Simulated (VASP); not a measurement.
# CrCuO2 (R-3m) in VASP: further runs, part 2 of 2

VASP 6.6.1.

## Step 3: Single point, PBEsol, collinear spin, ferromagnetic start (10.26 Å³/atom)

This run uses another cell than the first one, of 10.26 Å³/atom.

Contents of INCAR:

```
  PREC = Accurate
  ENCUT = 600
  EDIFF = 1E-6
  ISMEAR = -1
  SIGMA = 0.05
  LREAL = False
  LASPH = True
  NELM = 200
  ALGO = Normal
  ISIF = 2
  LWAVE = False
  LCHARG = False
  ISPIN = 2
  MAGMOM = 0.6 3 0 0
  LORBIT = 11
  LMAXMIX = 4
  GGA = PS
  NBANDS = 30
  GGA_COMPAT = False
```

Contents of KPOINTS:

```
Automatic mesh
0
Gamma
  10 10 10
```

Contents of POSCAR:

```
CrCuO2
1.0
    1.4563506678      0.8408244501      5.5836408197
   -1.4563506678      0.8408244501      5.5836408197
    0.0000000000     -1.6816489002      5.5836408197
Cu Cr O
1 1 2
Direct
    0.0000000000      0.0000000000      0.0000000000
    0.5000000000      0.5000000000      0.5000000000
    0.8920800000      0.8920800000      0.8920800000
    0.1079200000      0.1079200000      0.1079200000
```

Potentials or basis: VASP PAW PBE potentials, release 64 (Cu, Cr_pv, O).

On the command line:

```console
cat potpaw_PBE.64/Cu/POTCAR potpaw_PBE.64/Cr_pv/POTCAR potpaw_PBE.64/O/POTCAR > POTCAR
mpirun -np 1 vasp_std > vasp.out
```

OUTCAR:

```text
PREC = Accurate
   ENCUT = 600
   EDIFF = 1E-6
   ISMEAR = -1
   LREAL = False
   LASPH = True
   NELM = 200
   ISIF = 2
   ISPIN = 2
   LORBIT = 11
   GGA = PS

 ion  position               nearest neighbor table
   1  0.000  0.000  0.000-   3 1.81   4 1.81
   2  0.500  0.500  0.500-   4 1.95   4 1.95   3 1.95   3 1.95   4 1.95   3 1.95
   3  0.892  0.892  0.892-   1 1.81   2 1.95   2 1.95   2 1.95
   4  0.108  0.108  0.108-   1 1.81   2 1.95   2 1.95   2 1.95

  LATTYP: Found a trigonal (rhomboedric) cell.
 ALAT       =     5.8313795818
 COS(alpha) =     0.8752561078

  Lattice vectors:

 A1 = (   1.4563506678,   0.8408244501,   5.5836408197)
 A2 = (  -1.4563506678,   0.8408244501,   5.5836408197)
 A3 = (   0.0000000000,  -1.6816489002,   5.5836408197)

Analysis of symmetry for initial positions (statically):
=====================================================================
 Subroutine PRICEL returns:
 Original cell was already a primitive cell.

 Routine SETGRP: Setting up the symmetry group for a
 trigonal (rhombohedral) supercell.

 Subroutine GETGRP returns: Found 12 space group operations
 (whereof 12 operations were pure point group operations)
 out of a pool of 12 trial point group operations.

The static configuration has the point symmetry D_3d.

Analysis of symmetry for dynamics (positions and initial velocities):
=====================================================================
 Subroutine PRICEL returns:
 Original cell was already a primitive cell.

 Routine SETGRP: Setting up the symmetry group for a
 trigonal (rhombohedral) supercell.

 Subroutine GETGRP returns: Found 12 space group operations
 (whereof 12 operations were pure point group operations)
 out of a pool of 12 trial point group operations.

The dynamic configuration has the point symmetry D_3d.

Analysis of structural, dynamic, and magnetic symmetry:
=====================================================================
 Subroutine PRICEL returns:
 Original cell was already a primitive cell.

 Routine SETGRP: Setting up the symmetry group for a
 trigonal (rhombohedral) supercell.

 Subroutine GETGRP returns: Found 12 space group operations
 (whereof 12 operations were pure point group operations)
 out of a pool of 12 trial point group operations.

The overall configuration has the point symmetry D_3d.

 Subroutine INISYM returns: Found 12 space group operations
 (whereof 12 operations are pure point group operations),
 and found     1 'primitive' translations

----------------------------------------------------------------------------------------

                                     Primitive cell

  volume of cell :      41.0242

  direct lattice vectors                    reciprocal lattice vectors
     1.456350668  0.840824450  5.583640820     0.343323906  0.198218150  0.059698205
    -1.456350668  0.840824450  5.583640820    -0.343323906  0.198218150  0.059698205
     0.000000000 -1.681648900  5.583640820     0.000000000 -0.396436299  0.059698205

  length of vectors
     5.831379582  5.831379582  5.831379582     0.400905993  0.400905993  0.400905993

  position of ions in fractional coordinates (direct lattice)
     0.000000000  0.000000000  0.000000000
     0.500000000  0.500000000  0.500000000
[... 79 lines left out ...]
   ENCUT  =  600.0 eV  44.10 Ry    6.64 a.u.  11.65 11.65 11.65*2*pi/ulx,y,z
   NELM   =    200;   NELMIN=  2; NELMDL= -5     # of ELM steps
   EDIFF  = 0.1E-05   stopping-criterion for ELM
   LREAL  =      F    real-space projection
   EDIFFG = 0.1E-04   stopping-criterion for IOM
   NSW    =      0    number of steps for IOM
   IBRION =     -1    ionic relax: 0-MD 1-quasi-New 2-CG
   NFREE  =      0    steps in history (QN), initial steepest desc. (CG)
   ISIF   =      2    stress and relaxation
   ISYM   =      2    0-nonsym 1-usesym 2-fastsym
   POTIM  = 0.5000    time-step for ionic-motion
   TEBEG  =    0.0;   TEEND  =   0.0 temperature during run
   PSTRESS=    0.0 pullay stress
   NELECT =      35.0000    total number of electrons
   NUPDOWN=      -1.0000    fix difference up-down
   EMIN   =  10.00;   EMAX   =-10.00  energy-range for DOS
   EFERMI =   0.00;   METHOD = LEGACY
   ISMEAR =    -1;   SIGMA  =   0.05  broadening in eV -4-tet -1-fermi 0-gaus
   EFERMI_NEDOS =   21; number of points for ismear=-14 and -15
   IALGO  =     38    algorithm
   IMIX   =      4    mixing-type and parameters
     AMIX     =   0.40;   BMIX     =  1.00
     AMIX_MAG =   1.60;   BMIX_MAG =  1.00
  volume/ion in A,a.u.               =      10.26        69.21
  Fermi-wavevector in a.u.,A,eV,Ry     =   1.552688  2.934155 32.801466  2.410840
  Thomas-Fermi vector in A             =   2.657027
   LORBIT       =     11    0 simple, 1 ext, 2 COOP (PROOUT), +10 PAW based schemes
   GGA     = PS    functional components
   LHFCALC =     F    Hartree Fock is set to
   AEXX    =    0.0000 exact exchange contribution
   IVDW    =     0    specifies the selected vdW correction
   LEPSILON=     F    determine dielectric tensor
   LRPA    =     F    only Hartree local field effects (RPA)
 spin polarized calculation
  energy-cutoff  :      600.00
  volume of cell :       41.02
 maximum number of plane-waves:      1388
   NGX = 23   NGY = 23   NGZ = 23

 number of electron      35.0000010 magnetization       2.9999769

 Free energy of the ion-electron system (eV)
  ---------------------------------------------------
  ext. energy  EPLUGINS =         0.00000000
  ---------------------------------------------------
  free energy    TOTEN  =       -30.59194254 eV

  energy without entropy =      -30.59193223  energy(sigma->0) =      -30.59193739

 E-fermi :   7.2584     XC(G=0): -12.2082

 val. band max:        6.8239078848   @ k =  -0.2000   0.5000   0.2000
 cond. band min:       7.5848670620   @ k =   0.5000   0.0000   0.0000
 fundamental gap:      0.7609591772
 Fermi energy:         7.2583728675

 spin component 1

 k-point     1 :       0.0000    0.0000    0.0000
  band No.  band energies     occupation
      1     -37.4798      1.00000
      2     -37.3975      1.00000
      3     -37.3975      1.00000
      4     -14.1103      1.00000
      5     -12.3798      1.00000
      6      -2.2257      1.00000
[... 757 lines left out ...]
     28      19.7325      0.00000
     29      21.5836      0.00000

 [... further k-points ...]

 spin component 2

 k-point     1 :       0.0000    0.0000    0.0000
  band No.  band energies     occupation
      1     -34.6034      1.00000
      2     -34.5722      1.00000
      3     -34.5722      1.00000
      4     -13.9718      1.00000
      5     -12.2897      1.00000
      6      -1.8545      1.00000
[... 757 lines left out ...]
     28      20.5707      0.00000
     29      22.3763      0.00000

 [... further k-points ...]

 [bands above 29 left out]

------------------------ aborting loop because EDIFF is reached ----------------------------------------

  FORCE on cell =-STRESS in cart. coord.  units (eV):
  Direction    XX          YY          ZZ          XY          YZ          ZX
  --------------------------------------------------------------------------------------
  -------------------------------------------------------------------------------------
  Total        2.1859885      2.1859885      2.9814731      0.0000000     -0.0000000     -0.0000000
  in kB       85.3725863     85.3725863    116.4398014      0.0000000     -0.0000000     -0.0000000
  external PRESSURE =      95.7283247 kB  Pullay stress =       0.0000000 kB

 VOLUME and BASIS-vectors are now :
 -----------------------------------------------------------------------------
  energy-cutoff  :      600.00
  volume of cell :       41.02
      direct lattice vectors                 reciprocal lattice vectors
     1.456350668  0.840824450  5.583640820     0.343323906  0.198218150  0.059698205
    -1.456350668  0.840824450  5.583640820    -0.343323906  0.198218150  0.059698205
     0.000000000 -1.681648900  5.583640820     0.000000000 -0.396436299  0.059698205

 POSITION                                       TOTAL-FORCE (eV/Angst)
 -----------------------------------------------------------------------------------
      0.00000      0.00000      0.00000        -0.000000      0.000000     -0.000000
      0.00000      0.00000      8.37546         0.000000     -0.000000     -0.000000
      0.00000      0.00000     14.94316        -0.000000      0.000000      0.104541
      0.00000      0.00000      1.80776        -0.000000      0.000000     -0.104541
 -----------------------------------------------------------------------------------
    total drift:                                0.000000      0.000000     -0.000000

  FREE ENERGIE OF THE ION-ELECTRON SYSTEM (eV)
  ---------------------------------------------------
  free  energy   TOTEN  =       -30.5919425397 eV

  energy  without entropy=      -30.5919322327  energy(sigma->0) =      -30.59193739

 total charge

# of ion       s       p       d       tot
------------------------------------------
    1        0.458   0.365   9.217  10.040
    2        0.314   6.400   4.197  10.911
    3        1.546   3.519   0.000   5.065
    4        1.546   3.519   0.000   5.065
--------------------------------------------------
tot          3.865  13.803  13.414  31.082

 magnetization (x)

# of ion       s       p       d       tot
------------------------------------------
    1        0.023   0.013   0.010   0.045
    2        0.025   0.028   2.736   2.790
    3       -0.001   0.008   0.000   0.007
    4       -0.001   0.008   0.000   0.007
--------------------------------------------------
tot          0.045   0.057   2.746   2.849
```

OSZICAR:

```text
N       E                     dE             d eps       ncg     rms          rms(c)
DAV:   1     0.369491214423E+03    0.36949E+03   -0.19586E+04 15232   0.178E+03
DAV:   2    -0.135207136615E+01   -0.37084E+03   -0.34033E+03 14238   0.423E+02
DAV:   3    -0.353590930819E+02   -0.34007E+02   -0.32519E+02 16590   0.133E+02
DAV:   4    -0.362344921253E+02   -0.87540E+00   -0.86736E+00 16210   0.220E+01
DAV:   5    -0.362560939459E+02   -0.21602E-01   -0.21588E-01 15428   0.374E+00    0.272E+01
DAV:   6    -0.325369393779E+02    0.37192E+01   -0.26299E+01 18794   0.101E+02    0.144E+01
DAV:   7    -0.305909805787E+02    0.19460E+01   -0.82261E+00 17758   0.946E+01    0.918E+00
DAV:   8    -0.306235175953E+02   -0.32537E-01   -0.85865E-01 18464   0.753E+00    0.535E+00
DAV:   9    -0.306019330929E+02    0.21585E-01   -0.87236E-02 19072   0.466E+00    0.121E+00
DAV:  10    -0.305933564067E+02    0.85767E-02   -0.52482E-02 18998   0.579E+00    0.591E-01
DAV:  11    -0.305919611215E+02    0.13953E-02   -0.64635E-03 19548   0.177E+00    0.101E-01
DAV:  12    -0.305919255404E+02    0.35581E-04   -0.55082E-04 20316   0.397E-01    0.567E-02
DAV:  13    -0.305919429910E+02   -0.17451E-04   -0.84820E-05 18424   0.697E-02    0.182E-02
DAV:  14    -0.305919425397E+02    0.45128E-06   -0.53585E-06 16612   0.234E-02
   1 F= -.30591943E+02 E0= -.30591937E+02  d E =-.103070E-04  mag=     3.0000
```

stdout:

```text
POSCAR found type information on POSCAR CuCrO
 POSCAR found :  3 types and       4 ions
 scaLAPACK will be used
 -----------------------------------------------------------------------------
|                                                                             |
|                                                                             |
|     You enforced a specific xc type in the INCAR file but a different       |
|     I HOPE YOU KNOW WHAT YOU ARE DOING!                                     |
|                                                                             |
 -----------------------------------------------------------------------------

 LDA part: xc-table for (Slater+PW92), standard interpolation
 POSCAR, INCAR and KPOINTS ok, starting setup
 FFT: planning ... GRIDC
 FFT: planning ... GRID_SOFT
 FFT: planning ... GRID
 WAVECAR not read
 entering main loop
```

It took 14 min on 1 thread of Intel Xeon Platinum 8488C (Sapphire Rapids), shared host; peak memory 0.59 GiB.

What came out:

| Quantity | Value |
| --- | --- |
| Free energy | -30.5919 eV |
| Pressure | 9.6 GPa |
| Largest force | 0.105 eV/Å |
| Band gap on the k mesh | 0.76 eV (least direct gap 1.06 eV) |
| Net moment | 3.00 μB per cell |
| Site moments | Cu +0.04; Cr +2.79; O +0.01 μB |
| Valence electrons inside the program's atomic spheres | Cu 10.04; Cr 10.91; O 5.07 |

Forces in eV/Å, atoms in the order of the input:
```
Cu   0.000  0.000  0.000
Cr   0.000  0.000  0.000
O    0.000  0.000  0.105
O    0.000  0.000 -0.105
```

Levels at points of the mesh, in eV from the valence-band top:
Spin up:
```csv
k point,band 16,band 17,band 18,band 19,band 20,band 21,band 22,band 23
"(0.00, 0.00, 0.00)",-2.24,-1.26,-1.26,-0.85,2.22,3.01,3.01,5.39
"(0.50, 0.00, 0.00)",-1.52,-0.83,-0.51,-0.30,2.25,2.72,2.75,5.39
"(0.50, 0.50, 0.00)",-1.63,-0.59,-0.51,-0.15,2.35,2.40,2.96,5.39
"(0.50, 0.50, 0.50)",-1.38,-1.32,-1.32,-0.21,2.78,2.78,3.18,5.23
```
Spin down:
```csv
k point,band 13,band 14,band 15,band 16,band 17,band 18,band 19,band 20
"(0.00, 0.00, 0.00)",-2.50,-2.50,-2.08,-2.08,1.24,1.62,1.62,3.18
"(0.50, 0.00, 0.00)",-1.94,-1.81,-1.71,-0.78,0.76,2.56,2.67,3.10
"(0.50, 0.50, 0.00)",-2.36,-2.00,-1.81,-1.05,1.48,2.51,2.68,2.68
"(0.50, 0.50, 0.50)",-2.49,-2.49,-1.35,-1.35,1.60,1.60,2.54,3.26
```

Caveat: the cell stands under pressure; an empty level that is flat over the whole mesh can mark a ghost state of the potentials, or a narrow d or f band; semilocal functionals underestimate gaps, and a narrow one can read as zero; the PAW data sets were made with another functional, which shifts forces and pressure a little. A k mesh can miss the band edges.
